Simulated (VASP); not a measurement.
Input of a VASP 6.6.1 run:

File INCAR:

```
PREC     = Accurate       # precision mode
ENCUT    = 520            # plane-wave cutoff, eV
EDIFF    = 1E-6           # SCF threshold, eV
ISMEAR   = 0              # smearing method
SIGMA    = 0.1            # smearing width, eV
LREAL    = F              # projectors in reciprocal space
LASPH    = T              # aspherical terms in the spheres
NELM     = 80             # most SCF steps
ALGO     = Normal         # electronic algorithm
ISIF     = 2              # what is computed and relaxed
LWAVE    = F              # write WAVECAR
LCHARG   = F              # write CHGCAR
GGA      = PE             # functional
NBANDS   = 38             # bands
```

File KPOINTS:

```
Automatic mesh
0
Gamma
  6 6 6
```

File POSCAR:

```
ZnAu2S4
1.0
   -2.3760000000      2.3760000000      6.9780000000
    2.3760000000     -2.3760000000      6.9780000000
    2.3760000000      2.3760000000     -6.9780000000
Zn S Au
1 4 2
Direct
    0.0000000000      0.0000000000      0.0000000000
    0.8280309500      0.8280309500      0.0000000000
    0.0000000000      0.5000000000      0.5000000000
    0.5000000000      0.0000000000      0.5000000000
    0.1719690500      0.1719690500      0.0000000000
    0.3387790200      0.3387790200      0.0000000000
    0.6612209800      0.6612209800      0.0000000000
```

Potentials or basis: VASP PAW PBE potentials, release 64 (Zn, S, Au).

Run with:

```sh
$ cat potpaw_PBE.64/Zn/POTCAR potpaw_PBE.64/S/POTCAR potpaw_PBE.64/Au/POTCAR > POTCAR
$ mpirun -np 1 vasp_std > vasp.out
```

(1) What does it give for the band gap on the k mesh?

(2) Predict the largest force.

(3) Estimate the pressure.

## Answers

(1) zero (bands 29 and 30 overlap by 0.87 eV).

(2) 1.180 eV/Å.

(3) -3.4 GPa.

Caveat: the cell stands under tension; spin-orbit coupling is left out, which moves the levels of the heavy elements; forces of over 1 eV/Å act on the atoms, so gaps and moduli don't describe the material at rest.
